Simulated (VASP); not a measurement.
# Ni (P6_3/mmc) in VASP: notebook

Ni is run at these levels: r2SCAN; tasks: single point.

Program: VASP 6.6.1. These are calculated values, not measurements. Logs are shortened: lines on timing, memory, paths and dates and some standing lists are left out, and cuts for length are marked.

### Step 1. The cell of the first run

It takes space group P6_3/mmc (No. 194, hexagonal). Conventional cell: a = 2.436 Å, b = 2.436 Å, c = 4.066 Å, α = 90.00°, β = 90.00°, γ = 120.00°. Ni (site symmetry -6m2) has 12 Ni at 2.44 to 2.47 Å within 3.2 Å.

This isn't the form of Ni at room conditions, which is fcc.

### Step 2. Single point, r2SCAN, collinear spin, ferromagnetic start (10.45 Å³/atom)

Input file POSCAR:

```
Ni
1.0
    2.4357852308      0.0000000000      0.0000000000
   -1.2178926154      2.1094518880      0.0000000000
    0.0000000000      0.0000000000      4.0663202532
Ni
2
Direct
    0.3333333333      0.6666666667      0.7500000000
    0.6666666667      0.3333333333      0.2500000000
```

Input file INCAR.step1:

```
PREC     = Accurate       # precision mode
ENCUT    = 520            # plane-wave cutoff, eV
ISMEAR   = 0              # smearing method
SIGMA    = 0.05           # smearing width, eV
LREAL    = F              # projectors in reciprocal space
LASPH    = T              # aspherical terms in the spheres
NELM     = 150            # most SCF steps
ISPIN    = 2              # spin polarisation
MAGMOM   = 0.89 0.89      # initial moments
LMAXMIX  = 4              # l up to which the mixer works
NBANDS   = 21             # bands
GGA      = PE             # functional
ALGO     = Normal         # electronic algorithm
EDIFF    = 1E-4           # SCF threshold, eV
LWAVE    = T              # write WAVECAR
LCHARG   = F              # write CHGCAR
```

Input file INCAR.step2:

```
PREC     = Accurate       # precision mode
ENCUT    = 520            # plane-wave cutoff, eV
EDIFF    = 1E-6           # SCF threshold, eV
ISMEAR   = 0              # smearing method
SIGMA    = 0.05           # smearing width, eV
LREAL    = F              # projectors in reciprocal space
LASPH    = T              # aspherical terms in the spheres
NELM     = 150            # most SCF steps
ALGO     = Normal         # electronic algorithm
ISIF     = 2              # what is computed and relaxed
LWAVE    = F              # write WAVECAR
LCHARG   = T              # write CHGCAR
ISPIN    = 2              # spin polarisation
MAGMOM   = 0.89 0.89      # initial moments
LORBIT   = 11             # projections on sites
LMAXMIX  = 4              # l up to which the mixer works
METAGGA  = R2SCAN         # meta-GGA
LMIXTAU  = T            
LELF     = T              # ELF
LVHAR    = T            
NBANDS   = 21             # bands
ISTART   = 1
```

Input file KPOINTS:

```
Automatic mesh
0
Gamma
  20 20 10
```

Potentials or basis: VASP PAW PBE potentials, release 64 (Ni).

Launch:

```bash
cat potpaw_PBE.64/Ni/POTCAR > POTCAR
cp INCAR.step1 INCAR
mpirun -np 1 vasp_std > vasp.out
cp INCAR.step2 INCAR
mpirun -np 1 vasp_std > vasp.out
```

OUTCAR:

```text
PREC = Accurate
   ENCUT = 520
   EDIFF = 1E-6
   ISMEAR = 0
   LREAL = F
   LASPH = T
   NELM = 150
   ISIF = 2
   ISPIN = 2
   LORBIT = 11
   METAGGA = R2SCAN
   ISTART = 1

 ion  position               nearest neighbor table
   1  0.333  0.667  0.750-   2 2.47   2 2.47   2 2.47   2 2.47   2 2.47   2 2.47
   2  0.667  0.333  0.250-   1 2.47   1 2.47   1 2.47   1 2.47   1 2.47   1 2.47

  LATTYP: Found a hexagonal cell.
 ALAT       =     2.4357852308
 C/A-ratio  =     1.6694083706

  Lattice vectors:

 A1 = (   2.4357852308,   0.0000000000,   0.0000000000)
 A2 = (  -1.2178926154,   2.1094518880,   0.0000000000)
 A3 = (   0.0000000000,   0.0000000000,   4.0663202532)

Analysis of symmetry for initial positions (statically):
=====================================================================
 Subroutine PRICEL returns:
 Original cell was already a primitive cell.

 Routine SETGRP: Setting up the symmetry group for a
 hexagonal supercell.

 Subroutine GETGRP returns: Found 24 space group operations
 (whereof 12 operations were pure point group operations)
 out of a pool of 24 trial point group operations.

The static configuration has the point symmetry D_3d.
 The point group associated with its full space group is D_6h.

Analysis of symmetry for dynamics (positions and initial velocities):
=====================================================================
 Subroutine PRICEL returns:
 Original cell was already a primitive cell.

 Routine SETGRP: Setting up the symmetry group for a
 hexagonal supercell.

 Subroutine GETGRP returns: Found 24 space group operations
 (whereof 12 operations were pure point group operations)
 out of a pool of 24 trial point group operations.

The dynamic configuration has the point symmetry D_3d.
 The point group associated with its full space group is D_6h.

Analysis of structural, dynamic, and magnetic symmetry:
=====================================================================
 Subroutine PRICEL returns:
 Original cell was already a primitive cell.

 Routine SETGRP: Setting up the symmetry group for a
 hexagonal supercell.

 Subroutine GETGRP returns: Found 24 space group operations
 (whereof 12 operations were pure point group operations)
 out of a pool of 24 trial point group operations.

The overall configuration has the point symmetry D_3d.
 The point group associated with its full space group is D_6h.

 Subroutine INISYM returns: Found 24 space group operations
 (whereof 12 operations are pure point group operations),
 and found     1 'primitive' translations

----------------------------------------------------------------------------------------

                                     Primitive cell

  volume of cell :      20.8935

  direct lattice vectors                    reciprocal lattice vectors
     2.435785231  0.000000000  0.000000000     0.410545227  0.237028397  0.000000000
    -1.217892615  2.109451888  0.000000000     0.000000000  0.474056794  0.000000000
     0.000000000  0.000000000  4.066320253     0.000000000  0.000000000  0.245922588

  length of vectors
     2.435785231  2.435785231  4.066320253     0.474056794  0.474056794  0.245922588

  position of ions in fractional coordinates (direct lattice)
     0.333333333  0.666666667  0.750000000
     0.666666667  0.333333333  0.250000000

  ion indices of the primitive-cell ions
   primitive index   ion index
                 1           1
                 2           2

----------------------------------------------------------------------------------------

 KPOINTS: Automatic mesh

Automatic generation of k-mesh.
 Grid dimensions read from file:
 generate k-points for:   20   20   10

 Generating k-lattice:

  Cartesian coordinates                     Fractional coordinates (reciprocal lattice)
     0.020527261  0.011851420  0.000000000     0.050000000  0.000000000  0.000000000
     0.000000000  0.023702840  0.000000000     0.000000000  0.050000000  0.000000000
     0.000000000  0.000000000  0.024592259     0.000000000  0.000000000  0.100000000

  Length of vectors
     0.023702840  0.023702840  0.024592259

  Shift w.r.t. Gamma in fractional coordinates (k-lattice)
     0.000000000  0.000000000  0.000000000

 Subroutine IBZKPT returns following result:
 ===========================================

 Found    264 irreducible k-points:

 Following reciprocal coordinates:
            Coordinates               Weight
  0.000000  0.000000  0.000000      1.000000
  0.050000  0.000000  0.000000      6.000000
  0.100000  0.000000  0.000000      6.000000
  0.150000  0.000000  0.000000      6.000000
  0.200000  0.000000  0.000000      6.000000
  0.250000  0.000000  0.000000      6.000000
[... 16 lines left out ...]
  0.200000  0.100000  0.000000     12.000000
  0.250000  0.100000  0.000000     12.000000
 [... further k-points ...]
   k-points           NKPTS =    264   k-points in BZ     NKDIM =    264   number of bands    NBANDS=     21
   number of dos      NEDOS =    301   number of ions     NIONS =      2
   total plane-waves  NPLWV =   9720
   dimension x,y,z NGX =    18 NGY =   18 NGZ =   30
   dimension x,y,z NGXF=    36 NGYF=   36 NGZF=   60
   ions per type =               2
   NGX,Y,Z   is equivalent  to a cutoff of  12.29, 12.29, 12.27 a.u.
   NGXF,Y,Z  is equivalent  to a cutoff of  24.57, 24.57, 24.53 a.u.
 SYSTEM =  unknown system
   PREC   = accura    normal or accurate (medium, high low for compatibility)
   ISTART =      1    job   : 0-new  1-cont  2-samecut
   ICHARG =      0    charge: 1-file 2-atom 10-const
   ISPIN  =      2    spin polarized calculation?
   LNONCOLLINEAR =      F non collinear calculations
   LSORBIT =      F    spin-orbit coupling
   LASPH  =      T    aspherical Exc in radial PAW
   ENCUT  =  520.0 eV  38.22 Ry    6.18 a.u.   4.53  4.53  7.56*2*pi/ulx,y,z
   NELM   =    150;   NELMIN=  2; NELMDL=  0     # of ELM steps
   EDIFF  = 0.1E-05   stopping-criterion for ELM
   LREAL  =      F    real-space projection
   EDIFFG = 0.1E-04   stopping-criterion for IOM
   NSW    =      0    number of steps for IOM
   IBRION =     -1    ionic relax: 0-MD 1-quasi-New 2-CG
   NFREE  =      0    steps in history (QN), initial steepest desc. (CG)
   ISIF   =      2    stress and relaxation
   ISYM   =      2    0-nonsym 1-usesym 2-fastsym
   POTIM  = 0.5000    time-step for ionic-motion
   TEBEG  =    0.0;   TEEND  =   0.0 temperature during run
   PSTRESS=    0.0 pullay stress
   NELECT =      20.0000    total number of electrons
   NUPDOWN=      -1.0000    fix difference up-down
   EMIN   =  10.00;   EMAX   =-10.00  energy-range for DOS
   EFERMI =   0.00;   METHOD = LEGACY
   ISMEAR =     0;   SIGMA  =   0.05  broadening in eV -4-tet -1-fermi 0-gaus
   EFERMI_NEDOS =   21; number of points for ismear=-14 and -15
   IALGO  =     38    algorithm
   IMIX   =      4    mixing-type and parameters
     AMIX     =   0.40;   BMIX     =  1.00
     AMIX_MAG =   1.60;   BMIX_MAG =  1.00
  volume/ion in A,a.u.               =      10.45        70.50
  Fermi-wavevector in a.u.,A,eV,Ry     =   1.613422  3.048926 35.417761  2.603132
  Thomas-Fermi vector in A             =   2.708494
   LORBIT       =     11    0 simple, 1 ext, 2 COOP (PROOUT), +10 PAW based schemes
   METAGGA = R2SCAN    functional components
   LHFCALC =     F    Hartree Fock is set to
   AEXX    =    0.0000 exact exchange contribution
   IVDW    =     0    specifies the selected vdW correction
   LEPSILON=     F    determine dielectric tensor
   LRPA    =     F    only Hartree local field effects (RPA)
 spin polarized calculation
 Gauss-broadening in eV      SIGMA  =   0.05
  energy-cutoff  :      520.00
  volume of cell :       20.89
 maximum number of plane-waves:       592
   NGX =  9   NGY =  9   NGZ = 15

 number of electron      19.9999994 magnetization       1.3633735

 Free energy of the ion-electron system (eV)
  ---------------------------------------------------
  ext. energy  EPLUGINS =         0.00000000
  ---------------------------------------------------
  free energy    TOTEN  =       -23.79855514 eV

  energy without entropy =      -23.79526853  energy(sigma->0) =      -23.79691184

 E-fermi :   9.8604     XC(G=0): -14.6573

 val. band max:        9.8600885597   @ k =   0.2500   0.2000   0.0000
 cond. band min:       9.8607089572   @ k =   0.3500   0.0000   0.3000
 fundamental gap:      0.0006203975
 Fermi energy:         9.8604410816

 spin component 1

 k-point     1 :       0.0000    0.0000    0.0000
  band No.  band energies     occupation
      1       0.2013      1.00000
      2       4.3701      1.00000
      3       6.7709      1.00000
      4       7.0113      1.00000
      5       7.0115      1.00000
      6       7.2744      1.00000
[... 13 lines left out ...]
     20      37.7951      0.00000
     21      41.4976      0.00000

 k-point     2 :       0.0500    0.0000    0.0000
  band No.  band energies     occupation
      1       0.2958      1.00000
      2       4.4281      1.00000
      3       6.7464      1.00000
      4       7.0259      1.00000
      5       7.0523      1.00000
      6       7.2525      1.00000
[... 13 lines left out ...]
     20      39.7170      0.00000
     21      40.9113      0.00000
[... 487 lines left out ...]
      5       6.9272      1.00000
      6       7.3121      1.00000
[... 13 lines left out ...]
     20      37.4708      0.00000
     21      39.9403      0.00000

 k-point    24 :       0.2500    0.1000    0.0000
  band No.  band energies     occupation
      1       3.4002      1.00000
      2       5.3937      1.00000
      3       5.8517      1.00000
      4       6.2045      1.00000
      5       6.9560      1.00000
      6       7.2049      1.00000
[... 13 lines left out ...]
     20      36.8580      0.00000
     21      40.7673      0.00000

 [... further k-points ...]

 spin component 2

 k-point     1 :       0.0000    0.0000    0.0000
  band No.  band energies     occupation
      1      -0.0383      1.00000
      2       5.0881      1.00000
      3       8.1246      1.00000
      4       8.1247      1.00000
      5       8.2292      1.00000
      6       8.4195      1.00000
[... 13 lines left out ...]
     20      38.0080      0.00000
     21      41.8119      0.00000

 k-point     2 :       0.0500    0.0000    0.0000
  band No.  band energies     occupation
      1       0.0570      1.00000
      2       5.1545      1.00000
      3       8.0233      1.00000
      4       8.1686      1.00000
      5       8.3147      1.00000
      6       8.3943      1.00000
[... 13 lines left out ...]
     20      39.9004      0.00000
     21      40.9612      0.00000
[... 487 lines left out ...]
      5       7.9588      1.00000
      6       8.0183      1.00000
[... 13 lines left out ...]
     20      37.7498      0.00000
     21      39.9636      0.00000

 k-point    24 :       0.2500    0.1000    0.0000
  band No.  band energies     occupation
      1       3.2829      1.00000
      2       6.2689      1.00000
      3       6.3198      1.00000
      4       7.1190      1.00000
      5       7.8376      1.00000
      6       8.0879      1.00000
[... 13 lines left out ...]
     20      37.1174      0.00000
     21      40.7837      0.00000

 [... further k-points ...]

------------------------ aborting loop because EDIFF is reached ----------------------------------------

  FORCE on cell =-STRESS in cart. coord.  units (eV):
  Direction    XX          YY          ZZ          XY          YZ          ZX
  --------------------------------------------------------------------------------------
  -------------------------------------------------------------------------------------
  Total        0.3237818      0.3237818      0.3365706      0.0000000     -0.0000000      0.0000000
  in kB       24.8286356     24.8286356     25.8093182      0.0000000     -0.0000000      0.0000000
  external PRESSURE =      25.1555298 kB  Pullay stress =       0.0000000 kB

 VOLUME and BASIS-vectors are now :
 -----------------------------------------------------------------------------
  energy-cutoff  :      520.00
  volume of cell :       20.89
      direct lattice vectors                 reciprocal lattice vectors
     2.435785231  0.000000000  0.000000000     0.410545227  0.237028397  0.000000000
    -1.217892615  2.109451888  0.000000000     0.000000000  0.474056794  0.000000000
     0.000000000  0.000000000  4.066320253     0.000000000  0.000000000  0.245922588

 POSITION                                       TOTAL-FORCE (eV/Angst)
 -----------------------------------------------------------------------------------
     -0.00000      1.40630      3.04974        -0.000000      0.000000      0.000000
      1.21789      0.70315      1.01658         0.000000     -0.000000      0.000000
 -----------------------------------------------------------------------------------
    total drift:                               -0.000000      0.000000     -0.000000

  FREE ENERGIE OF THE ION-ELECTRON SYSTEM (eV)
  ---------------------------------------------------
  free  energy   TOTEN  =       -23.7985551418 eV

  energy  without entropy=      -23.7952685303  energy(sigma->0) =      -23.79691184

 total charge

# of ion       s       p       d       tot
------------------------------------------
    1        0.529   0.552   8.342   9.424
    2        0.529   0.552   8.342   9.424
--------------------------------------------------
tot          1.059   1.104  16.685  18.848

 magnetization (x)

# of ion       s       p       d       tot
------------------------------------------
    1       -0.009  -0.043   0.750   0.699
    2       -0.009  -0.043   0.750   0.699
--------------------------------------------------
tot         -0.017  -0.085   1.501   1.398
```

Run time: 15 min. Hardware: 1 thread of Oxide Virtual Turin-like, shared host; peak memory 0.23 GiB.

What came out:

```
Free energy                                           : -23.7986 eV
Pressure                                              : 2.5 GPa
Net moment                                            : 1.36 μB per cell
Site moments                                          : Ni +0.70 μB
Valence electrons inside the program's atomic spheres : Ni 9.42
```

Stress tensor (GPa, compression positive):
```
2.48 0.00 0.00
0.00 2.48 0.00
0.00 0.00 2.58
```

Levels at points of the mesh, in eV from the Fermi level:
Spin up:
```csv
k point,band 9,band 10,band 11,band 12,band 13,band 14
"(0.00, 0.00, 0.00)",-1.88,-0.94,-0.94,-0.67,5.65,24.06
"(0.50, 0.00, 0.00)",-0.86,-0.77,1.04,3.18,9.80,10.45
"(0.00, 0.00, 0.50)",-1.26,-1.26,-1.26,-1.26,14.68,14.68
"(0.50, 0.00, 0.50)",-0.91,-0.91,1.47,1.47,7.29,7.29
```
Spin down:
```tsv
k point	band 5	band 6	band 7	band 8	band 9	band 10	band 11	band 12	band 13	band 14
(0.00, 0.00, 0.00)	-1.63	-1.44	-1.44	-1.17	-1.17	-0.85	-0.18	-0.18	6.43	23.92
(0.50, 0.00, 0.00)	-2.10	-2.01	-1.28	-0.01	0.30	0.43	1.91	3.79	9.89	10.60
(0.00, 0.00, 0.50)	-1.80	-1.80	-1.80	-1.80	-0.45	-0.45	-0.45	-0.45	14.93	14.93
(0.50, 0.00, 0.50)	-1.11	-1.11	-0.26	-0.26	0.37	0.37	1.60	1.60	7.73	7.73
```

Caveat: the PAW data sets were made with another functional, which shifts forces and pressure a little.

(Part 1 of 2 ends here.)
